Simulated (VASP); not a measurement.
# VH2 (Fm-3m) in VASP: further runs

VH2 is run at these levels: r2SCAN; tasks: single point.

Everything below comes from runs of VASP 6.6.1. Logs are shortened: lines on timing, memory, paths and dates and some standing lists are left out, and cuts for length are marked.

## (1) The cell of the first run

Symmetry: Fm-3m, No. 225, cubic system. The conventional cell has a = 4.013 Å, b = 4.013 Å, c = 4.013 Å, α = 90.00°, β = 90.00°, γ = 90.00°. Within 2.3 Å of V (site symmetry m-3m) lie 8 H at 1.74 Å. Within 2.3 Å of H (site symmetry -43m) lie 4 V at 1.74 Å and 6 H at 2.01 Å.

## (2) Single point, r2SCAN (5.38 Å³/atom)

Input file POSCAR:

```
VH2
1.0
    0.0000000000      2.0064112341      2.0064112341
    2.0064112341      0.0000000000      2.0064112341
    2.0064112341      2.0064112341      0.0000000000
V H
1 2
Direct
    0.0000000000      0.0000000000      0.0000000000
    0.2500000000      0.2500000000      0.2500000000
    0.7500000000      0.7500000000      0.7500000000
```

Input file INCAR.step1:

```
SYSTEM = VH2
PREC = Accurate
ENCUT = 520
ISMEAR = 0
SIGMA = 0.1
LREAL = .FALSE.
LASPH = .TRUE.
NELM = 80
NBANDS = 14
GGA = PE
ALGO = Normal
EDIFF = 1E-4
LWAVE = .TRUE.
LCHARG = .FALSE.
```

Input file INCAR.step2:

```
SYSTEM = VH2
PREC = Accurate
ENCUT = 520
EDIFF = 1E-6
ISMEAR = 0
SIGMA = 0.1
LREAL = .FALSE.
LASPH = .TRUE.
NELM = 80
ALGO = Normal
ISIF = 2
LWAVE = .FALSE.
LCHARG = .TRUE.
METAGGA = R2SCAN
LMIXTAU = .TRUE.
LELF = .TRUE.
LVHAR = .TRUE.
NBANDS = 14
ISTART = 1
```

Input file KPOINTS:

```
regular mesh
0
G
  16 16 16
  0 0 0
```

Potentials or basis: VASP PAW PBE potentials, release 64 (V_sv, H).

Launch:

```console
$ cat potpaw_PBE.64/V_sv/POTCAR potpaw_PBE.64/H/POTCAR > POTCAR
$ cp INCAR.step1 INCAR
$ mpirun -np 1 vasp_std > vasp.out
$ cp INCAR.step2 INCAR
$ mpirun -np 1 vasp_std > vasp.out
```

OUTCAR:

```text
SYSTEM = VH2
   PREC = Accurate
   ENCUT = 520
   EDIFF = 1E-6
   ISMEAR = 0
   LREAL = .FALSE.
   LASPH = .TRUE.
   NELM = 80
   ISIF = 2
   METAGGA = R2SCAN
   ISTART = 1

 ion  position               nearest neighbor table
   1  0.000  0.000  0.000-   2 1.74   3 1.74   3 1.74   3 1.74   3 1.74   2 1.74   2 1.74   2 1.74

   2  0.250  0.250  0.250-   1 1.74   1 1.74   1 1.74   1 1.74
   3  0.750  0.750  0.750-   1 1.74   1 1.74   1 1.74   1 1.74

  LATTYP: Found a face centered cubic cell.
 ALAT       =     4.0128224682

  Lattice vectors:

 A1 = (   0.0000000000,   2.0064112341,   2.0064112341)
 A2 = (   2.0064112341,   0.0000000000,   2.0064112341)
 A3 = (   2.0064112341,   2.0064112341,   0.0000000000)

Analysis of symmetry for initial positions (statically):
=====================================================================
 Subroutine PRICEL returns:
 Original cell was already a primitive cell.

 Routine SETGRP: Setting up the symmetry group for a
 face centered cubic supercell.

 Subroutine GETGRP returns: Found 48 space group operations
 (whereof 48 operations were pure point group operations)
 out of a pool of 48 trial point group operations.

The static configuration has the point symmetry O_h .

Analysis of symmetry for dynamics (positions and initial velocities):
=====================================================================
 Subroutine PRICEL returns:
 Original cell was already a primitive cell.

 Routine SETGRP: Setting up the symmetry group for a
 face centered cubic supercell.

 Subroutine GETGRP returns: Found 48 space group operations
 (whereof 48 operations were pure point group operations)
 out of a pool of 48 trial point group operations.

The dynamic configuration has the point symmetry O_h .

 Subroutine INISYM returns: Found 48 space group operations
 (whereof 48 operations are pure point group operations),
 and found     1 'primitive' translations

----------------------------------------------------------------------------------------

                                     Primitive cell

  volume of cell :      16.1544

  direct lattice vectors                    reciprocal lattice vectors
     0.000000000  2.006411234  2.006411234    -0.249201157  0.249201157  0.249201157
     2.006411234  0.000000000  2.006411234     0.249201157 -0.249201157  0.249201157
     2.006411234  2.006411234  0.000000000     0.249201157  0.249201157 -0.249201157

  length of vectors
     2.837493979  2.837493979  2.837493979     0.431629064  0.431629064  0.431629064

  position of ions in fractional coordinates (direct lattice)
     0.000000000  0.000000000  0.000000000
     0.250000000  0.250000000  0.250000000
     0.750000000  0.750000000  0.750000000

[... 93 lines left out ...]
   EFERMI_NEDOS =   21; number of points for ismear=-14 and -15
   IALGO  =     38    algorithm
   IMIX   =      4    mixing-type and parameters
     AMIX     =   0.40;   BMIX     =  1.00
     AMIX_MAG =   1.60;   BMIX_MAG =  1.00
  volume/ion in A,a.u.               =       5.38        36.34
  Fermi-wavevector in a.u.,A,eV,Ry     =   1.597136  3.018150 34.706343  2.550844
  Thomas-Fermi vector in A             =   2.694790
   LORBIT       =      0    0 simple, 1 ext, 2 COOP (PROOUT), +10 PAW based schemes
   METAGGA = R2SCAN    functional components
   LHFCALC =     F    Hartree Fock is set to
   AEXX    =    0.0000 exact exchange contribution
   IVDW    =     0    specifies the selected vdW correction
   LEPSILON=     F    determine dielectric tensor
   LRPA    =     F    only Hartree local field effects (RPA)
 non-spin polarized calculation
 Gauss-broadening in eV      SIGMA  =   0.10
  energy-cutoff  :      520.00
  volume of cell :       16.15
 maximum number of plane-waves:       448
 NGX is ok and might be reduce to    24
   NGX = 11   NGY = 11   NGZ = 11

 number of electron      14.9999995 magnetization

 Free energy of the ion-electron system (eV)
  ---------------------------------------------------
  ext. energy  EPLUGINS =         0.00000000
  ---------------------------------------------------
  free energy    TOTEN  =       -21.54094609 eV

  energy without entropy =      -21.53561841  energy(sigma->0) =      -21.53828225

 E-fermi :  10.3667     XC(G=0): -14.1251

 val. band max:       10.3653123752   @ k =  -0.2500   0.2500   0.0625
 cond. band min:      10.3688273262   @ k =   0.5000   0.2500   0.0625
 fundamental gap:      0.0035149510
 Fermi energy:        10.3666606001

 k-point     1 :       0.0000    0.0000    0.0000
  band No.  band energies     occupation
      1     -56.8003      2.00000
      2     -29.2481      2.00000
      3     -29.2480      2.00000
      4     -29.2480      2.00000
      5      -2.9088      2.00000
      6       9.1165      2.00000
      7       9.1165      2.00000
      8       9.1165      2.00000
      9      11.3522      0.00000
     10      11.3561      0.00000
     11      11.3561      0.00000
     12      28.5753      0.00000
     13      30.0277      0.00000
     14      30.0277      0.00000
[... 377 lines left out ...]
      1     -56.7893      2.00000
      2     -29.3116      2.00000
      3     -29.2649      2.00000
      4     -29.2524      2.00000
      5      -2.5745      2.00000
      6       7.6738      2.00000
      7       9.2476      2.00000
      8       9.2583      2.00000
      9      11.1937      0.00000
     10      11.3607      0.00000
     11      13.0080      0.00000
     12      25.9625      0.00000
     13      29.1965      0.00000
     14      30.5198      0.00000

 [... further k-points ...]

------------------------ aborting loop because EDIFF is reached ----------------------------------------

  FORCE on cell =-STRESS in cart. coord.  units (eV):
  Direction    XX          YY          ZZ          XY          YZ          ZX
  --------------------------------------------------------------------------------------
  -------------------------------------------------------------------------------------
  Total        3.1553464      3.1553464      3.1553464      0.0000000      0.0000000     -0.0000000
  in kB      312.9448305    312.9448305    312.9448305      0.0000000      0.0000000     -0.0000000
  external PRESSURE =     312.9448305 kB  Pullay stress =       0.0000000 kB

 VOLUME and BASIS-vectors are now :
 -----------------------------------------------------------------------------
  energy-cutoff  :      520.00
  volume of cell :       16.15
      direct lattice vectors                 reciprocal lattice vectors
     0.000000000  2.006411234  2.006411234    -0.249201157  0.249201157  0.249201157
     2.006411234  0.000000000  2.006411234     0.249201157 -0.249201157  0.249201157
     2.006411234  2.006411234  0.000000000     0.249201157  0.249201157 -0.249201157

 POSITION                                       TOTAL-FORCE (eV/Angst)
 -----------------------------------------------------------------------------------
      0.00000      0.00000      0.00000        -0.000000      0.000000      0.000000
      1.00321      1.00321      1.00321         0.000000      0.000000      0.000000
      3.00962      3.00962      3.00962        -0.000000     -0.000000     -0.000000
 -----------------------------------------------------------------------------------
    total drift:                               -0.000000      0.000000      0.000000

  FREE ENERGIE OF THE ION-ELECTRON SYSTEM (eV)
  ---------------------------------------------------
  free  energy   TOTEN  =       -21.5409460885 eV

  energy  without entropy=      -21.5356184119  energy(sigma->0) =      -21.53828225
```

OUTCAR.step1:

```text
SYSTEM = VH2
   PREC = Accurate
   ENCUT = 520
   ISMEAR = 0
   LREAL = .FALSE.
   LASPH = .TRUE.
   NELM = 80
[... 633 lines left out ...]
      0.00000      0.00000      0.00000        -0.000000      0.000000     -0.000000
      1.00321      1.00321      1.00321         0.000000     -0.000000      0.000000
      3.00962      3.00962      3.00962        -0.000000      0.000000     -0.000000
 -----------------------------------------------------------------------------------
    total drift:                               -0.000000      0.000000      0.000000

  FREE ENERGIE OF THE ION-ELECTRON SYSTEM (eV)
  ---------------------------------------------------
  free  energy   TOTEN  =       -16.1542471054 eV

  energy  without entropy=      -16.1487186404  energy(sigma->0) =      -16.15148287
```

OSZICAR.step1:

```text
N       E                     dE             d eps       ncg     rms          rms(c)
DAV:   1     0.105943258433E+03    0.10594E+03   -0.77671E+03  4074   0.116E+03
DAV:   2    -0.164932081020E+02   -0.12244E+03   -0.11705E+03  4270   0.336E+02
DAV:   3    -0.185929920972E+02   -0.20998E+01   -0.20921E+01  4462   0.495E+01
DAV:   4    -0.186017076686E+02   -0.87156E-02   -0.87154E-02  4444   0.344E+00
DAV:   5    -0.186017902696E+02   -0.82601E-04   -0.82601E-04  4468   0.318E-01    0.315E+01
DAV:   6    -0.162517860187E+02    0.23500E+01   -0.45085E+00  4096   0.354E+01    0.543E+00
DAV:   7    -0.161769243191E+02    0.74862E-01   -0.19985E-01  4156   0.458E+00    0.344E+00
DAV:   8    -0.161539547832E+02    0.22970E-01   -0.28084E-02  4282   0.196E+00    0.682E-01
DAV:   9    -0.161542584034E+02   -0.30362E-03   -0.81545E-04  4234   0.338E-01    0.241E-01
DAV:  10    -0.161542471054E+02    0.11298E-04   -0.49291E-05  2156   0.877E-02
   1 F= -.16154247E+02 E0= -.16151483E+02  d E =-.552847E-02
```

Wall time 2.2 min (1 thread of Intel Xeon Platinum 8375C at 2.90GHz (Ice Lake), shared host); peak memory 0.16 GiB.

What came out:

```
Free energy            : -21.5409 eV
Pressure               : 31.3 GPa
Band gap on the k mesh : zero (an odd number of electrons rules out a gap without spin polarisation)
```

Caveat: the cell stands under pressure; the PAW data sets were made with another functional, which shifts forces and pressure a little.

## (3) Single point, r2SCAN (5.57 Å³/atom)

This run uses another cell than the first one, of 5.57 Å³/atom.

Input file POSCAR:

```
VH2
1.0
    0.0000000000      2.0289570677      2.0289570677
    2.0289570677      0.0000000000      2.0289570677
    2.0289570677      2.0289570677      0.0000000000
V H
1 2
Direct
    0.0000000000      0.0000000000      0.0000000000
    0.2500000000      0.2500000000      0.2500000000
    0.7500000000      0.7500000000      0.7500000000
```

Input file INCAR.step1:

```
SYSTEM = VH2
PREC     = Accurate       ! precision mode
ENCUT    = 520            ! plane-wave cutoff, eV
ISMEAR   = 0              ! smearing method
SIGMA    = 0.1            ! smearing width, eV
LREAL    = .FALSE.        ! projectors in reciprocal space
LASPH    = .TRUE.         ! aspherical terms in the spheres
NELM     = 100            ! most SCF steps
NBANDS   = 14             ! bands
GGA      = PE             ! functional
ALGO     = Normal         ! electronic algorithm
EDIFF    = 1E-4           ! SCF threshold, eV
LWAVE    = .TRUE.         ! write WAVECAR
LCHARG   = .FALSE.        ! write CHGCAR
```

Input file INCAR.step2:

```
SYSTEM = VH2
PREC     = Accurate       ! precision mode
ENCUT    = 520            ! plane-wave cutoff, eV
EDIFF    = 1E-7           ! SCF threshold, eV
ISMEAR   = 0              ! smearing method
SIGMA    = 0.1            ! smearing width, eV
LREAL    = .FALSE.        ! projectors in reciprocal space
LASPH    = .TRUE.         ! aspherical terms in the spheres
NELM     = 100            ! most SCF steps
ALGO     = Normal         ! electronic algorithm
ISIF     = 2              ! what is computed and relaxed
LWAVE    = .FALSE.        ! write WAVECAR
LCHARG   = .FALSE.        ! write CHGCAR
METAGGA  = R2SCAN         ! meta-GGA
LMIXTAU  = .TRUE.       
NBANDS   = 14             ! bands
ISTART   = 1
```

KPOINTS is that of step 2.

Potentials or basis: VASP PAW PBE potentials, release 64 (V_sv, H).

Launch:

```console
$ cat potpaw_PBE.64/V_sv/POTCAR potpaw_PBE.64/H/POTCAR > POTCAR
$ cp INCAR.step1 INCAR
$ mpirun -np 1 vasp_std > vasp.out
$ cp INCAR.step2 INCAR
$ mpirun -np 1 vasp_std > vasp.out
```

It took 2.5 min on 1 thread of Intel Xeon Platinum 8375C at 2.90GHz (Ice Lake), shared host; peak memory 0.16 GiB.

The run converged. Its results:

```yaml
Free_energy: -21.6328 eV
Pressure: 21.7 GPa
Band_gap_on_the_k_mesh: zero (an odd number of electrons rules out a gap without spin polarisation)
```

Levels at points of the mesh, in eV from the Fermi level:
| k point | band 5 | band 6 | band 7 | band 8 | band 9 | band 10 | band 11 | band 12 |
| --- | --- | --- | --- | --- | --- | --- | --- | --- |
| (0.00, 0.00, 0.00) | -13.06 | -1.20 | -1.20 | -1.20 | 0.94 | 0.94 | 0.95 | 17.90 |
| (0.50, 0.00, 0.00) | -9.22 | -6.36 | -1.05 | -1.05 | 1.89 | 1.89 | 5.30 | 8.31 |
| (0.50, 0.50, 0.00) | -7.73 | -6.34 | -4.39 | 2.00 | 2.04 | 2.04 | 8.39 | 9.21 |

Caveat: the cell stands under pressure; the PAW data sets were made with another functional, which shifts forces and pressure a little.

## (4) Single point, r2SCAN (5.75 Å³/atom)

This run uses another cell than the first one, of 5.75 Å³/atom.

Input file POSCAR:

```
VH2
1.0
    0.0000000000      2.0510126768      2.0510126768
    2.0510126768      0.0000000000      2.0510126768
    2.0510126768      2.0510126768      0.0000000000
V H
1 2
Direct
    0.0000000000      0.0000000000      0.0000000000
    0.2500000000      0.2500000000      0.2500000000
    0.7500000000      0.7500000000      0.7500000000
```

Input file INCAR.step1:

```
PREC = Accurate
ENCUT = 520
ISMEAR = 0
SIGMA = 0.1
LREAL = False
LASPH = True
NELM = 80
NBANDS = 14
GGA = PE
ALGO = Normal
EDIFF = 1E-4
LWAVE = True
LCHARG = False
```

Input file INCAR.step2:

```
PREC = Accurate
ENCUT = 520
EDIFF = 1E-6
ISMEAR = 0
SIGMA = 0.1
LREAL = False
LASPH = True
NELM = 80
ALGO = Normal
ISIF = 2
LWAVE = False
LCHARG = False
METAGGA = R2SCAN
LMIXTAU = True
NBANDS = 14
ISTART = 1
```

Input file KPOINTS:

```
regular mesh
0
Gamma
  16 16 16
```

Launch:

```console
$ cat potpaw_PBE.64/V_sv/POTCAR potpaw_PBE.64/H/POTCAR > POTCAR
$ cp INCAR.step1 INCAR
$ mpirun -np 1 vasp_std > vasp.out
$ cp INCAR.step2 INCAR
$ mpirun -np 1 vasp_std > vasp.out
```

Run time: 2.3 min. Hardware: 1 thread of Intel Xeon Platinum 8375C at 2.90GHz (Ice Lake), shared host; peak memory 0.16 GiB.

It converged, with:

| Quantity | Value |
| --- | --- |
| Free energy | -21.6940 eV |
| Pressure | 13.5 GPa |
| Band gap on the k mesh | zero (an odd number of electrons rules out a gap without spin polarisation) |

Levels at points of the mesh, in eV from the Fermi level:
| k point | band 4 | band 5 | band 6 | band 7 | band 8 | band 9 | band 10 | band 11 | band 12 | band 13 |
| --- | --- | --- | --- | --- | --- | --- | --- | --- | --- | --- |
| (0.00, 0.00, 0.00) | -39.71 | -12.85 | -1.15 | -1.15 | -1.15 | 0.90 | 0.90 | 0.92 | 17.61 | 19.06 |
| (0.50, 0.00, 0.00) | -39.77 | -9.02 | -6.32 | -1.00 | -1.00 | 1.80 | 1.80 | 5.06 | 8.24 | 16.34 |
| (0.50, 0.50, 0.00) | -39.88 | -7.51 | -6.32 | -4.22 | 1.90 | 1.95 | 1.95 | 8.07 | 8.94 | 8.98 |

Caveat: the cell stands under pressure; the PAW data sets were made with another functional, which shifts forces and pressure a little.

(Part 1 of 2 ends here.)
